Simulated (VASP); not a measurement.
# B in VASP: further runs

B is run at these levels: PBEsol; tasks: single point.

All numbers are computed with VASP 6.6.1; they aren't measurements. Logs are shortened: lines on timing, memory, paths and dates and some standing lists are left out, and cuts for length are marked.

## 1. The cell of the first run

Symmetry: P6/mmm, No. 191, hexagonal system. Conventional cell: a = 1.672 Å, b = 1.672 Å, c = 3.898 Å, α = 90.00°, β = 90.00°, γ = 120.00°. B (site symmetry 6/mmm) has 6 B at 1.67 Å within 2.2 Å.

## 2. Single point, PBEsol (strained)

Input file INCAR:

```
  ALGO = Normal
  EDIFF = 1E-6
  ENCUT = 520
  GGA = PS
  ISIF = 2
  ISMEAR = 0
  LASPH = True
  LCHARG = False
  LREAL = False
  LWAVE = False
  NBANDS = 8
  NELM = 60
  PREC = Accurate
  SIGMA = 0.1
```

Input file KPOINTS:

```
k-points
0
Gamma
  27 27 12
```

Input file POSCAR:

```
B
1.0
    1.6721813312      0.0000000000      0.0000000000
   -0.8360906656      1.4481515125      0.0000000000
    0.0000000000      0.0000000000      3.8980094425
B
1
Direct
    0.0000000000      0.0000000000      0.0000000000
```

Potentials or basis: VASP PAW PBE potentials, release 64 (B).

Run with:

```sh
> cat potpaw_PBE.64/B/POTCAR > POTCAR
> mpirun -np 1 vasp_std > vasp.out
```

OUTCAR:

```text
EDIFF = 1E-6
   ENCUT = 520
   GGA = PS
   ISIF = 2
   ISMEAR = 0
   LASPH = True
   LREAL = False
   NELM = 60
   PREC = Accurate

 ion  position               nearest neighbor table
   1  0.000  0.000  0.000-

  LATTYP: Found a hexagonal cell.
 ALAT       =     1.6721813312
 C/A-ratio  =     2.3310925495

  Lattice vectors:

 A1 = (   1.6721813312,   0.0000000000,   0.0000000000)
 A2 = (  -0.8360906656,   1.4481515125,   0.0000000000)
 A3 = (   0.0000000000,   0.0000000000,   3.8980094425)

Analysis of symmetry for initial positions (statically):
=====================================================================
 Subroutine PRICEL returns:
 Original cell was already a primitive cell.

 Routine SETGRP: Setting up the symmetry group for a
 hexagonal supercell.

 Subroutine GETGRP returns: Found 24 space group operations
 (whereof 24 operations were pure point group operations)
 out of a pool of 24 trial point group operations.

The static configuration has the point symmetry D_6h.

Analysis of symmetry for dynamics (positions and initial velocities):
=====================================================================
 Subroutine PRICEL returns:
 Original cell was already a primitive cell.

 Routine SETGRP: Setting up the symmetry group for a
 hexagonal supercell.

 Subroutine GETGRP returns: Found 24 space group operations
 (whereof 24 operations were pure point group operations)
 out of a pool of 24 trial point group operations.

The dynamic configuration has the point symmetry D_6h.

 Subroutine INISYM returns: Found 24 space group operations
 (whereof 24 operations are pure point group operations),
 and found     1 'primitive' translations

----------------------------------------------------------------------------------------

                                     Primitive cell

  volume of cell :       9.4393

  direct lattice vectors                    reciprocal lattice vectors
     1.672181331  0.000000000  0.000000000     0.598021268  0.345267740  0.000000000
    -0.836090666  1.448151512  0.000000000     0.000000000  0.690535480  0.000000000
     0.000000000  0.000000000  3.898009442     0.000000000  0.000000000  0.256541195

  length of vectors
     1.672181331  1.672181331  3.898009442     0.690535480  0.690535480  0.256541195

[... 71 lines left out ...]
   ICHARG =      2    charge: 1-file 2-atom 10-const
   ISPIN  =      1    spin polarized calculation?
   LNONCOLLINEAR =      F non collinear calculations
   LSORBIT =      F    spin-orbit coupling
   LASPH  =      T    aspherical Exc in radial PAW
   ENCUT  =  520.0 eV  38.22 Ry    6.18 a.u.   3.11  3.11  7.25*2*pi/ulx,y,z
   NELM   =     60;   NELMIN=  2; NELMDL= -5     # of ELM steps
   EDIFF  = 0.1E-05   stopping-criterion for ELM
   LREAL  =      F    real-space projection
   EDIFFG = 0.1E-04   stopping-criterion for IOM
   NSW    =      0    number of steps for IOM
   IBRION =     -1    ionic relax: 0-MD 1-quasi-New 2-CG
   NFREE  =      0    steps in history (QN), initial steepest desc. (CG)
   ISIF   =      2    stress and relaxation
   ISYM   =      2    0-nonsym 1-usesym 2-fastsym
   POTIM  = 0.5000    time-step for ionic-motion
   TEBEG  =    0.0;   TEEND  =   0.0 temperature during run
   PSTRESS=    0.0 pullay stress
   NELECT =       3.0000    total number of electrons
   NUPDOWN=      -1.0000    fix difference up-down
   EMIN   =  10.00;   EMAX   =-10.00  energy-range for DOS
   EFERMI =   0.00;   METHOD = LEGACY
   ISMEAR =     0;   SIGMA  =   0.10  broadening in eV -4-tet -1-fermi 0-gaus
   EFERMI_NEDOS =   21; number of points for ismear=-14 and -15
   IALGO  =     38    algorithm
   IMIX   =      4    mixing-type and parameters
     AMIX     =   0.40;   BMIX     =  1.00
     AMIX_MAG =   1.60;   BMIX_MAG =  1.00
  volume/ion in A,a.u.               =       9.44        63.70
  Fermi-wavevector in a.u.,A,eV,Ry     =   1.117211  2.111222 16.982250  1.248160
  Thomas-Fermi vector in A             =   2.253832
   LORBIT       =      0    0 simple, 1 ext, 2 COOP (PROOUT), +10 PAW based schemes
   GGA     = PS    functional components
   LHFCALC =     F    Hartree Fock is set to
   AEXX    =    0.0000 exact exchange contribution
   IVDW    =     0    specifies the selected vdW correction
   LEPSILON=     F    determine dielectric tensor
   LRPA    =     F    only Hartree local field effects (RPA)
 non-spin polarized calculation
 Gauss-broadening in eV      SIGMA  =   0.10
  energy-cutoff  :      520.00
  volume of cell :        9.44
 maximum number of plane-waves:       276
   NGX =  7   NGY =  7   NGZ = 15

 number of electron       3.0000000 magnetization

 Free energy of the ion-electron system (eV)
  ---------------------------------------------------
  ext. energy  EPLUGINS =         0.00000000
  ---------------------------------------------------
  free energy    TOTEN  =        -6.28114935 eV

  energy without entropy =       -6.27966370  energy(sigma->0) =       -6.28040652

 E-fermi :   4.9016     XC(G=0):  -9.8717

 val. band max:        4.8853040499   @ k =   0.3704   0.2222   0.1667
 cond. band min:       4.9021554119   @ k =   0.3704   0.2222   0.2500
 fundamental gap:      0.0168513620
 Fermi energy:         4.9015864070

 k-point     1 :       0.0000    0.0000    0.0000
  band No.  band energies     occupation
      1     -12.6119      2.00000
      2      -2.5975      2.00000
      3       6.6046      0.00000
      4      26.7613      0.00000
      5      31.1230      0.00000
      6      31.1230      0.00000
      7      32.0885      0.00000
      8      52.8090      0.00000
[... 243 lines left out ...]
 k-point    24 :       0.3704    0.0370    0.0000
  band No.  band energies     occupation
      1      -6.0759      2.00000
      2       7.4420      0.00000
      3       9.4140      0.00000
      4      17.5912      0.00000
      5      22.3840      0.00000
      6      24.3375      0.00000
      7      32.3607      0.00000
      8      37.8089      0.00000

 [... further k-points ...]
[... 5 lines left out ...]
  --------------------------------------------------------------------------------------
  -------------------------------------------------------------------------------------
  Total        1.0883920      1.0883920     -0.0811800      0.0000000      0.0000000      0.0000000
  in kB      184.7377518    184.7377518    -13.7790601      0.0000000      0.0000000      0.0000000
  external PRESSURE =     118.5654812 kB  Pullay stress =       0.0000000 kB

 VOLUME and BASIS-vectors are now :
 -----------------------------------------------------------------------------
  energy-cutoff  :      520.00
  volume of cell :        9.44
      direct lattice vectors                 reciprocal lattice vectors
     1.672181331  0.000000000  0.000000000     0.598021268  0.345267740  0.000000000
    -0.836090666  1.448151512  0.000000000     0.000000000  0.690535480  0.000000000
     0.000000000  0.000000000  3.898009442     0.000000000  0.000000000  0.256541195

 POSITION                                       TOTAL-FORCE (eV/Angst)
 -----------------------------------------------------------------------------------
      0.00000      0.00000      0.00000         0.000000      0.000000      0.000000
 -----------------------------------------------------------------------------------
    total drift:                                0.000000     -0.000000     -0.000000

  FREE ENERGIE OF THE ION-ELECTRON SYSTEM (eV)
  ---------------------------------------------------
  free  energy   TOTEN  =        -6.2811493481 eV

  energy  without entropy=       -6.2796636976  energy(sigma->0) =       -6.28040652
```

stdout:

```text
POSCAR found type information on POSCAR B
 POSCAR found :  1 types and       1 ions
 scaLAPACK will be used
 -----------------------------------------------------------------------------
|                                                                             |
|                                                                             |
|     You enforced a specific xc type in the INCAR file but a different       |
|     I HOPE YOU KNOW WHAT YOU ARE DOING!                                     |
|                                                                             |
 -----------------------------------------------------------------------------

 LDA part: xc-table for (Slater+PW92), standard interpolation
 POSCAR, INCAR and KPOINTS ok, starting setup
 FFT: planning ... GRIDC
 FFT: planning ... GRID_SOFT
 FFT: planning ... GRID
 WAVECAR not read
 entering main loop
```

Wall time 36 s (1 thread of Intel Xeon 8259CL, shared host); peak memory 0.14 GiB.

What came out:

```
Free energy : -6.2811 eV
Pressure    : 11.9 GPa
```

Stress tensor (GPa, compression positive):
```
18.47  0.00  0.00
 0.00 18.47  0.00
 0.00  0.00 -1.38
```

Caveat: the cell differs from its parent crystal (strained); the PAW data sets were made with another functional, which shifts forces and pressure a little.

## 3. Single point, PBEsol (strained)

INCAR is that of step 2.

KPOINTS is that of step 2.

Input file POSCAR:

```
B
1.0
    1.7531660964      0.0000000000      0.0000000000
   -0.8765830482      1.5182863765      0.0000000000
    0.0000000000      0.0000000000      3.8528211364
B
1
Direct
    0.0000000000      0.0000000000      0.0000000000
```

Potentials or basis: VASP PAW PBE potentials, release 64 (B).

Run with:

```sh
> cat potpaw_PBE.64/B/POTCAR > POTCAR
> mpirun -np 1 vasp_std > vasp.out
```

OUTCAR:

```text
EDIFF = 1E-6
   ENCUT = 520
   GGA = PS
   ISIF = 2
   ISMEAR = 0
   LASPH = True
   LREAL = False
   NELM = 60
   PREC = Accurate

 ion  position               nearest neighbor table
   1  0.000  0.000  0.000-

  LATTYP: Found a hexagonal cell.
 ALAT       =     1.7531660964
 C/A-ratio  =     2.1976361192

  Lattice vectors:

 A1 = (   1.7531660964,   0.0000000000,   0.0000000000)
 A2 = (  -0.8765830482,   1.5182863765,   0.0000000000)
 A3 = (   0.0000000000,   0.0000000000,   3.8528211364)

Analysis of symmetry for initial positions (statically):
=====================================================================
 Subroutine PRICEL returns:
 Original cell was already a primitive cell.

 Routine SETGRP: Setting up the symmetry group for a
 hexagonal supercell.

 Subroutine GETGRP returns: Found 24 space group operations
 (whereof 24 operations were pure point group operations)
 out of a pool of 24 trial point group operations.

The static configuration has the point symmetry D_6h.

Analysis of symmetry for dynamics (positions and initial velocities):
=====================================================================
 Subroutine PRICEL returns:
 Original cell was already a primitive cell.

 Routine SETGRP: Setting up the symmetry group for a
 hexagonal supercell.

 Subroutine GETGRP returns: Found 24 space group operations
 (whereof 24 operations were pure point group operations)
 out of a pool of 24 trial point group operations.

The dynamic configuration has the point symmetry D_6h.

 Subroutine INISYM returns: Found 24 space group operations
 (whereof 24 operations are pure point group operations),
 and found     1 'primitive' translations

----------------------------------------------------------------------------------------

                                     Primitive cell

  volume of cell :      10.2555
[... 102 lines left out ...]
   ISMEAR =     0;   SIGMA  =   0.10  broadening in eV -4-tet -1-fermi 0-gaus
   EFERMI_NEDOS =   21; number of points for ismear=-14 and -15
   IALGO  =     38    algorithm
   IMIX   =      4    mixing-type and parameters
     AMIX     =   0.40;   BMIX     =  1.00
     AMIX_MAG =   1.60;   BMIX_MAG =  1.00
  volume/ion in A,a.u.               =      10.26        69.21
  Fermi-wavevector in a.u.,A,eV,Ry     =   1.086751  2.053662 16.068858  1.181028
  Thomas-Fermi vector in A             =   2.222895
   LORBIT       =      0    0 simple, 1 ext, 2 COOP (PROOUT), +10 PAW based schemes
   GGA     = PS    functional components
   LHFCALC =     F    Hartree Fock is set to
   AEXX    =    0.0000 exact exchange contribution
   IVDW    =     0    specifies the selected vdW correction
   LEPSILON=     F    determine dielectric tensor
   LRPA    =     F    only Hartree local field effects (RPA)
 non-spin polarized calculation
 Gauss-broadening in eV      SIGMA  =   0.10
  energy-cutoff  :      520.00
  volume of cell :       10.26
 maximum number of plane-waves:       290
 NGX is ok and might be reduce to    14
   NGX =  7   NGY =  7   NGZ = 15

 number of electron       3.0000000 magnetization

 Free energy of the ion-electron system (eV)
  ---------------------------------------------------
  ext. energy  EPLUGINS =         0.00000000
  ---------------------------------------------------
  free energy    TOTEN  =        -6.27673594 eV

  energy without entropy =       -6.27585826  energy(sigma->0) =       -6.27629710

 E-fermi :   4.3082     XC(G=0):  -9.7358

 val. band max:        4.2924493859   @ k =   0.2593   0.1481   0.4167
 cond. band min:       4.3106331640   @ k =   0.2593   0.1111   0.0833
 fundamental gap:      0.0181837780
 Fermi energy:         4.3081768336

 k-point     1 :       0.0000    0.0000    0.0000
  band No.  band energies     occupation
      1     -12.2074      2.00000
      2      -2.1176      2.00000
      3       6.4942      0.00000
      4      27.2580      0.00000
      5      27.2580      0.00000
      6      27.3000      0.00000
      7      32.8040      0.00000
      8      47.9879      0.00000
[... 243 lines left out ...]
 k-point    24 :       0.3704    0.0370    0.0000
  band No.  band energies     occupation
      1      -5.9209      2.00000
      2       6.8510      0.00000
      3       7.8834      0.00000
      4      16.3637      0.00000
      5      19.6416      0.00000
      6      22.6047      0.00000
      7      29.8659      0.00000
      8      36.5913      0.00000

 [... further k-points ...]
[... 5 lines left out ...]
  --------------------------------------------------------------------------------------
  -------------------------------------------------------------------------------------
  Total       -1.1542640     -1.1542640     -0.0783800      0.0000000      0.0000000      0.0000000
  in kB     -180.3267398   -180.3267397    -12.2450451      0.0000000      0.0000000      0.0000000
  external PRESSURE =    -124.2995082 kB  Pullay stress =       0.0000000 kB

 VOLUME and BASIS-vectors are now :
 -----------------------------------------------------------------------------
  energy-cutoff  :      520.00
  volume of cell :       10.26
      direct lattice vectors                 reciprocal lattice vectors
     1.753166096  0.000000000  0.000000000     0.570396611  0.329318637  0.000000000
    -0.876583048  1.518286377  0.000000000     0.000000000  0.658637274  0.000000000
     0.000000000  0.000000000  3.852821136     0.000000000  0.000000000  0.259550071

 POSITION                                       TOTAL-FORCE (eV/Angst)
 -----------------------------------------------------------------------------------
      0.00000      0.00000      0.00000         0.000000      0.000000      0.000000
 -----------------------------------------------------------------------------------
    total drift:                                0.000000     -0.000000     -0.000000

  FREE ENERGIE OF THE ION-ELECTRON SYSTEM (eV)
  ---------------------------------------------------
  free  energy   TOTEN  =        -6.2767359386 eV

  energy  without entropy=       -6.2758582595  energy(sigma->0) =       -6.27629710
```

Wall time 49 s (1 thread of Intel Xeon 8259CL, shared host); peak memory 0.14 GiB.

What came out:

| Property | Result |
| --- | --- |
| Free energy | -6.2767 eV |
| Pressure | -12.4 GPa |

Caveat: the cell differs from its parent crystal (strained); the PAW data sets were made with another functional, which shifts forces and pressure a little.

(Part 1 of 2 ends here.)
